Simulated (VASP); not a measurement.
The system is Be3Br.

```
Be Br
1.0
     4.42576    0.00000    0.00000
     0.84116    3.67081    0.00000
    -1.65067    0.24968    3.97031
Be Br
3 1
Direct
  0.19285 0.82787 0.43750
  0.92457 0.82225 0.50582
  0.32425 0.19786 0.84808
  0.03145 0.26753 0.47115
```

The cell was generated, and may not be a known phase.

| Quantity | Value |
| --- | --- |
| Program | VASP 6.6.1 |
| Task | relaxation of cell and atoms |
| Functional | PBE |
| Potentials or basis | VASP PAW PBE potentials, release 64 (Be, Br) |
| Cutoff | 600 eV |
| k mesh | 4 × 6 × 4 |
| Occupations | gaussian, width 0.1 eV |
| Spin | no spin polarisation |

At the start: pressure 53.5 GPa; volume 16.13 Å³/atom.

**Question.** How do energy, volume and symmetry change on relaxing?

**Answer.** Over 47 steps the energy falls by 3752.4 meV/atom and the volume is 15.41 Å³/atom (-4.4 %); space group P1 (No. 1, to 0.1 Å) before and after.

The path:
```tsv
step	energy change (eV)	largest force (eV/Å)	pressure (GPa)	volume (Å³)
1	0.0000	20.9439	53.47	64.50
3	-8.9685	0.9953	-3.01	125.83
5	-9.8306	2.3446	-3.98	90.83
7	-9.8840	2.6259	-3.33	87.26
9	-10.6907	1.2211	-5.19	80.75
11	-11.4590	1.7759	-2.16	72.79
13	-11.4593	3.8950	26.11	51.29
15	-13.1764	1.5776	4.53	61.01
17	-13.8396	0.7760	0.79	64.11
19	-14.3122	0.7569	-1.77	66.32
21	-14.5772	0.8587	-0.25	63.92
23	-14.7314	0.4555	-0.11	62.70
25	-14.7579	0.1926	-0.06	62.56
27	-14.7676	0.1891	0.24	62.40
29	-14.7948	0.2054	-0.26	63.06
31	-14.8169	0.4943	-0.94	63.96
33	-14.8489	0.5770	-0.95	63.79
35	-14.8883	0.5741	-0.58	62.89
37	-14.9509	0.3975	0.23	61.59
39	-14.9974	0.1156	-0.35	62.10
41	-15.0030	0.0942	0.05	61.62
43	-15.0083	0.0598	-0.03	61.69
45	-15.0093	0.0420	-0.01	61.67
47	-15.0097	0.0322	0.01	61.65
```

Final structure:
```xyz
4
Lattice="3.6860 -0.5819 -0.2080 -0.1466 5.4137 0.5250 -1.5529 0.9401 3.2571" Properties=species:S:1:pos:R:3 pbc="T T T"
Be   -0.1572    4.6819    1.3683
Be    1.8804    5.2571    2.1733
Be    0.1203    5.7345    3.3313
Br   -0.3841    2.4627    1.8259
```

Caveat: the k points lie up to 0.49 Å⁻¹ apart in the final cell, too coarse for converged energies and pressures of a metal; a cell axis changed by over 15 % at a fixed basis, so the end point is rough.
